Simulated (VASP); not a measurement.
Write the native input for VASP 6.6.1 that does the following.

```yaml
Task: single point
Functional: PBE
Potentials_or_basis: VASP PAW PBE potentials, release 64 (Bi_d, O)
Cutoff: 520 eV
k_mesh: 4 × 4 × 4
Occupations: gaussian, width 0.1 eV
Spin: no spin polarisation
Dipole_correction: no
Further_INCAR_settings: ALGO = Normal; EDIFF = 1e-07; NBANDS = 41
```

The structure of Bi4O lies in POSCAR:

```
Bi4O
1.0
    5.1802983624      0.0000000000      0.0000000000
    0.0000000000      5.1802983624      0.0000000000
    0.0000000000      0.0000000000      5.1802983624
Bi O
4 1
Direct
    0.2622349952      0.2622349952      0.2622349952
    0.7377650048      0.7377650048      0.2622349952
    0.7377650048      0.2622349952      0.7377650048
    0.2622349952      0.7377650048      0.7377650048
    0.0000000000      0.0000000000      0.0000000000
```

This cell differs from its parent crystal: atoms taken out.

One way to write it, as run:

INCAR

```
SYSTEM = Bi4O
ALGO = Normal
EDIFF = 1E-7
ENCUT = 520
GGA = PE
ISIF = 2
ISMEAR = 0
LASPH = .True.
LCHARG = .False.
LREAL = .False.
LWAVE = .False.
NBANDS = 41
NELM = 60
PREC = Accurate
SIGMA = 0.1
```

KPOINTS

```
k-points
0
Gamma
  4 4 4
  0 0 0
```

Potentials or basis: VASP PAW PBE potentials, release 64 (Bi_d, O).

Command:

```sh
$ cat potpaw_PBE.64/Bi_d/POTCAR potpaw_PBE.64/O/POTCAR > POTCAR
$ mpirun -np 1 vasp_std > vasp.out
```

It gave:

- Pressure: 0.0 GPa
- Largest force: 0.043 eV/Å
- Band gap on the k mesh: zero (bands 33 and 34 overlap by 3.12 eV)

Caveat: the cell differs from its parent crystal (atoms taken out); spin-orbit coupling is left out, which moves the levels of the heavy elements.

It took 25 s on 1 thread of Intel(R) Xeon(R) 6975P-C (Granite Rapids) (shared host), peak memory 0.25 GiB.
